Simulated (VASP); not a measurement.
# Yb (Fm-3m) in VASP: further runs

Runs on Yb. Level: LDA. Tasks: single point.

Program: VASP 6.6.1. These are calculated values, not measurements. Logs are shortened: lines on timing, memory, paths and dates and some standing lists are left out, and cuts for length are marked.

### Step 1. The cell of the first run

Symmetry: Fm-3m, No. 225, cubic system. Conventional cell: a = 4.914 Å, b = 4.914 Å, c = 4.914 Å, α = 90.00°, β = 90.00°, γ = 90.00°. Within 4.6 Å of Yb (site symmetry m-3m) lie 12 Yb at 3.47 Å.

### Step 2. Single point, LDA

INCAR reads:

```
PREC = Accurate ; ENCUT = 520
EDIFF = 1E-7 ; ISMEAR = -1
SIGMA = 0.1 ; LREAL = False
LASPH = True ; NELM = 80
ALGO = Normal ; ISIF = 2
LWAVE = False ; LCHARG = True
GGA = CA ; LELF = True
LVHAR = True ; NBANDS = 18
```

KPOINTS reads:

```
Automatic mesh
0
Gamma
  11 11 11
```

POSCAR reads:

```
Yb
1.0
    0.0000000000      2.4569516026      2.4569516026
    2.4569516026      0.0000000000      2.4569516026
    2.4569516026      2.4569516026      0.0000000000
Yb
1
Direct
    0.0000000000      0.0000000000      0.0000000000
```

Potentials or basis: VASP PAW PBE potentials, release 64 (Yb).

Started as:

```console
> cat potpaw_PBE.64/Yb/POTCAR > POTCAR
> mpirun -np 1 vasp_std > vasp.out
```

OUTCAR:

```text
PREC = Accurate
   ENCUT = 520
   EDIFF = 1E-7
   ISMEAR = -1
   LREAL = False
   LASPH = True
   NELM = 80
   ISIF = 2
   GGA = CA

 ion  position               nearest neighbor table
   1  0.000  0.000  0.000-

  LATTYP: Found a face centered cubic cell.
 ALAT       =     4.9139032052

  Lattice vectors:

 A1 = (   0.0000000000,   2.4569516026,   2.4569516026)
 A2 = (   2.4569516026,   0.0000000000,   2.4569516026)
 A3 = (   2.4569516026,   2.4569516026,   0.0000000000)

Analysis of symmetry for initial positions (statically):
=====================================================================
 Subroutine PRICEL returns:
 Original cell was already a primitive cell.

 Routine SETGRP: Setting up the symmetry group for a
 face centered cubic supercell.

 Subroutine GETGRP returns: Found 48 space group operations
 (whereof 48 operations were pure point group operations)
 out of a pool of 48 trial point group operations.

The static configuration has the point symmetry O_h .

Analysis of symmetry for dynamics (positions and initial velocities):
=====================================================================
 Subroutine PRICEL returns:
 Original cell was already a primitive cell.

 Routine SETGRP: Setting up the symmetry group for a
 face centered cubic supercell.

 Subroutine GETGRP returns: Found 48 space group operations
 (whereof 48 operations were pure point group operations)
 out of a pool of 48 trial point group operations.

The dynamic configuration has the point symmetry O_h .

 Subroutine INISYM returns: Found 48 space group operations
 (whereof 48 operations are pure point group operations),
 and found     1 'primitive' translations

----------------------------------------------------------------------------------------

                                     Primitive cell

  volume of cell :      29.6633

  direct lattice vectors                    reciprocal lattice vectors
     0.000000000  2.456951603  2.456951603    -0.203504212  0.203504212  0.203504212
     2.456951603  0.000000000  2.456951603     0.203504212 -0.203504212  0.203504212
     2.456951603  2.456951603  0.000000000     0.203504212  0.203504212 -0.203504212

  length of vectors
     3.474654278  3.474654278  3.474654278     0.352479635  0.352479635  0.352479635
[... 72 lines left out ...]
   ICHARG =      2    charge: 1-file 2-atom 10-const
   ISPIN  =      1    spin polarized calculation?
   LNONCOLLINEAR =      F non collinear calculations
   LSORBIT =      F    spin-orbit coupling
   LASPH  =      T    aspherical Exc in radial PAW
   ENCUT  =  520.0 eV  38.22 Ry    6.18 a.u.   6.46  6.46  6.46*2*pi/ulx,y,z
   NELM   =     80;   NELMIN=  2; NELMDL= -5     # of ELM steps
   EDIFF  = 0.1E-06   stopping-criterion for ELM
   LREAL  =      F    real-space projection
   EDIFFG = 0.1E-05   stopping-criterion for IOM
   NSW    =      0    number of steps for IOM
   IBRION =     -1    ionic relax: 0-MD 1-quasi-New 2-CG
   NFREE  =      0    steps in history (QN), initial steepest desc. (CG)
   ISIF   =      2    stress and relaxation
   ISYM   =      2    0-nonsym 1-usesym 2-fastsym
   POTIM  = 0.5000    time-step for ionic-motion
   TEBEG  =    0.0;   TEEND  =   0.0 temperature during run
   PSTRESS=    0.0 pullay stress
   NELECT =      24.0000    total number of electrons
   NUPDOWN=      -1.0000    fix difference up-down
   EMIN   =  10.00;   EMAX   =-10.00  energy-range for DOS
   EFERMI =   0.00;   METHOD = LEGACY
   ISMEAR =    -1;   SIGMA  =   0.10  broadening in eV -4-tet -1-fermi 0-gaus
   EFERMI_NEDOS =   21; number of points for ismear=-14 and -15
   IALGO  =     38    algorithm
   IMIX   =      4    mixing-type and parameters
     AMIX     =   0.40;   BMIX     =  1.00
     AMIX_MAG =   1.60;   BMIX_MAG =  1.00
  volume/ion in A,a.u.               =      29.66       200.18
  Fermi-wavevector in a.u.,A,eV,Ry     =   1.525476  2.882731 31.661795  2.327076
  Thomas-Fermi vector in A             =   2.633641
   LORBIT       =      0    0 simple, 1 ext, 2 COOP (PROOUT), +10 PAW based schemes
   GGA     = CA    functional components
   LHFCALC =     F    Hartree Fock is set to
   AEXX    =    0.0000 exact exchange contribution
   IVDW    =     0    specifies the selected vdW correction
   LEPSILON=     F    determine dielectric tensor
   LRPA    =     F    only Hartree local field effects (RPA)
 non-spin polarized calculation
  energy-cutoff  :      520.00
  volume of cell :       29.66
 maximum number of plane-waves:       821
 NGX is ok and might be reduce to    28
   NGX = 13   NGY = 13   NGZ = 13

 number of electron      24.0000001 magnetization

 Free energy of the ion-electron system (eV)
  ---------------------------------------------------
  ext. energy  EPLUGINS =         0.00000000
  ---------------------------------------------------
  free energy    TOTEN  =        -4.21188946 eV

  energy without entropy =       -4.13041356  energy(sigma->0) =       -4.17115151

 E-fermi :   1.8932     XC(G=0): -10.6707

 val. band max:        1.8634109226   @ k =  -0.4545   0.4545   0.0909
 cond. band min:       1.9207409601   @ k =  -0.3636   0.3636   0.0000
 fundamental gap:      0.0573300375
 Fermi energy:         1.8931783108

 k-point     1 :       0.0000    0.0000    0.0000
  band No.  band energies     occupation
      1     -49.4622      2.00000
      2     -21.6601      2.00000
      3     -21.6601      2.00000
      4     -21.6601      2.00000
      5      -3.6200      2.00000
      6       1.1803      1.99840
[... 481 lines left out ...]
      5      -1.3998      2.00000
      6       1.2154      1.99772
[... 10 lines left out ...]
     17       8.6632      0.00000
     18      13.2255      0.00000

 [... further k-points ...]

------------------------ aborting loop because EDIFF is reached ----------------------------------------

  FORCE on cell =-STRESS in cart. coord.  units (eV):
  Direction    XX          YY          ZZ          XY          YZ          ZX
  --------------------------------------------------------------------------------------
  -------------------------------------------------------------------------------------
  Total       -0.0475582     -0.0475582     -0.0475582      0.0000000      0.0000000      0.0000000
  in kB       -2.5687153     -2.5687153     -2.5687153      0.0000000      0.0000000      0.0000000
  external PRESSURE =      -2.5687153 kB  Pullay stress =       0.0000000 kB

 VOLUME and BASIS-vectors are now :
 -----------------------------------------------------------------------------
  energy-cutoff  :      520.00
  volume of cell :       29.66
      direct lattice vectors                 reciprocal lattice vectors
     0.000000000  2.456951603  2.456951603    -0.203504212  0.203504212  0.203504212
     2.456951603  0.000000000  2.456951603     0.203504212 -0.203504212  0.203504212
     2.456951603  2.456951603  0.000000000     0.203504212  0.203504212 -0.203504212

 POSITION                                       TOTAL-FORCE (eV/Angst)
 -----------------------------------------------------------------------------------
      0.00000      0.00000      0.00000        -0.000000     -0.000000     -0.000000
 -----------------------------------------------------------------------------------
    total drift:                               -0.000000     -0.000000     -0.000000

  FREE ENERGIE OF THE ION-ELECTRON SYSTEM (eV)
  ---------------------------------------------------
  free  energy   TOTEN  =        -4.2118894593 eV

  energy  without entropy=       -4.1304135574  energy(sigma->0) =       -4.17115151
```

Run time: 100 s. Hardware: 1 thread of AMD EPYC 7R13, shared host; peak memory 0.14 GiB.

Results:

- Free energy: -4.2119 eV
- Pressure: -0.3 GPa
- Band gap on the k mesh: zero (bands 12 and 13 overlap by 0.11 eV)

Levels at points of the mesh, in eV from the Fermi level:
| k point | band 10 | band 11 | band 12 | band 13 | band 14 | band 15 |
| --- | --- | --- | --- | --- | --- | --- |
| (0.00, 0.00, 0.00) | -0.43 | -0.43 | -0.43 | 2.93 | 2.93 | 2.93 |

Caveat: the PAW data sets were made with another functional, which shifts forces and pressure a little; spin-orbit coupling is left out, which moves the levels of the heavy elements.

### Step 3. Single point, LDA

INCAR reads:

```
SYSTEM = Yb
PREC     = Accurate       ! precision mode
ENCUT    = 520            ! plane-wave cutoff, eV
EDIFF    = 1E-7           ! SCF threshold, eV
ISMEAR   = -1             ! smearing method
SIGMA    = 0.1            ! smearing width, eV
LREAL    = .False.        ! projectors in reciprocal space
LASPH    = .True.         ! aspherical terms in the spheres
NELM     = 60             ! most SCF steps
ALGO     = Normal         ! electronic algorithm
ISIF     = 2              ! what is computed and relaxed
LWAVE    = .False.        ! write WAVECAR
LCHARG   = .False.        ! write CHGCAR
GGA      = CA             ! functional
NBANDS   = 18             ! bands
```

KPOINTS reads:

```
Automatic mesh
0
Gamma
  11 11 11
  0 0 0
```

POSCAR is that of step 2.

Potentials or basis: VASP PAW PBE potentials, release 64 (Yb).

Started as:

```console
> cat potpaw_PBE.64/Yb/POTCAR > POTCAR
> mpirun -np 1 vasp_std > vasp.out
```

It took 94 s on 1 thread of AMD EPYC 7R13, shared host; peak memory 0.14 GiB.

It converged, with:

| Item | Value |
| --- | --- |
| Free energy | -4.2119 eV |
| Pressure | -0.3 GPa |
| Band gap on the k mesh | zero (bands 12 and 13 overlap by 0.11 eV) |

Levels at points of the mesh, in eV from the Fermi level:
| k point | band 8 | band 9 | band 10 | band 11 | band 12 | band 13 | band 14 | band 15 | band 16 | band 17 |
| --- | --- | --- | --- | --- | --- | --- | --- | --- | --- | --- |
| (0.00, 0.00, 0.00) | -0.58 | -0.58 | -0.43 | -0.43 | -0.43 | 2.93 | 2.93 | 2.93 | 5.49 | 5.49 |

Caveat: the PAW data sets were made with another functional, which shifts forces and pressure a little; spin-orbit coupling is left out, which moves the levels of the heavy elements.

### Step 4. Single point, LDA

INCAR reads:

```
SYSTEM = Yb
  PREC = Accurate
  ENCUT = 520
  EDIFF = 1E-6
  ISMEAR = -1
  SIGMA = 0.01
  LREAL = .FALSE.
  LASPH = .TRUE.
  NELM = 100
  ALGO = Normal
  ISIF = 2
  LWAVE = .FALSE.
  LCHARG = .FALSE.
  GGA = CA
  NBANDS = 18
```

KPOINTS reads:

```
Automatic mesh
0
G
  11 11 11
  0 0 0
```

POSCAR is that of step 3.

Started as:

```console
> cat potpaw_PBE.64/Yb/POTCAR > POTCAR
> mpirun -np 1 vasp_std > vasp.out
```

Run time: 57 s. Hardware: 1 thread of AMD EPYC 7R13, shared host; peak memory 0.14 GiB.

It converged, with:

| Quantity | Value |
| --- | --- |
| Free energy | -4.1793 eV |
| Pressure | 0.0 GPa |
| Band gap on the k mesh | zero (bands 12 and 13 overlap by 0.14 eV) |

Levels at points of the mesh, in eV from the Fermi level:
| k point | band 10 | band 11 | band 12 | band 13 | band 14 | band 15 |
| --- | --- | --- | --- | --- | --- | --- |
| (0.00, 0.00, 0.00) | -0.25 | -0.25 | -0.25 | 2.99 | 2.99 | 2.99 |

Caveat: the PAW data sets were made with another functional, which shifts forces and pressure a little; spin-orbit coupling is left out, which moves the levels of the heavy elements.
